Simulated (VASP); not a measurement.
A run of VASP 6.6.1 is set up as follows.

Contents of POSCAR:

```
BaTiO3
1.0
    3.7564765238      0.0000000000      0.0000000000
    0.0000000000      3.7564765238      0.0000000000
    0.0000000000      0.0000000000      3.7564765238
Ba Ti O
1 1 3
Direct
    0.5000000000      0.5000000000      0.5000000000
    0.0000000000      0.0000000000      0.0000000000
    0.5000000000      0.0000000000      0.0000000000
    0.0000000000      0.5000000000      0.0000000000
    0.0000000000      0.0000000000      0.5000000000
```

The input INCAR.step1:

```
PREC = Accurate
ENCUT = 520
ISMEAR = 0
SIGMA = 0.02
LREAL = F
LASPH = T
NELM = 80
NBANDS = 28
GGA = PE
ALGO = Normal
EDIFF = 1E-4
LWAVE = T
LCHARG = F
```

INCAR.step2

```
PREC = Accurate
ENCUT = 520
EDIFF = 1E-6
ISMEAR = 0
SIGMA = 0.02
LREAL = F
LASPH = T
NELM = 80
ALGO = Normal
ISIF = 2
LWAVE = F
LCHARG = F
METAGGA = R2SCAN
LMIXTAU = T
NBANDS = 28
ISTART = 1
```

Contents of KPOINTS:

```
Automatic mesh
0
Gamma
  8 8 8
```

Potentials or basis: VASP PAW PBE potentials, release 64 (Ba_sv, Ti_sv, O).

The run is started by

```console
$ cat potpaw_PBE.64/Ba_sv/POTCAR potpaw_PBE.64/Ti_sv/POTCAR potpaw_PBE.64/O/POTCAR > POTCAR
$ cp INCAR.step1 INCAR
$ mpirun -np 1 vasp_std > vasp.out
$ cp INCAR.step2 INCAR
$ mpirun -np 1 vasp_std > vasp.out
```

Question: Predict the band gap on the k mesh.

Answer: 2.45 eV.

Question: What does it give for the pressure?

Answer: 54.0 GPa.

Caveat: the cell stands under pressure; the PAW data sets were made with another functional, which shifts forces and pressure a little; spin-orbit coupling is left out, which moves the levels of the heavy elements. A k mesh can miss the band edges.
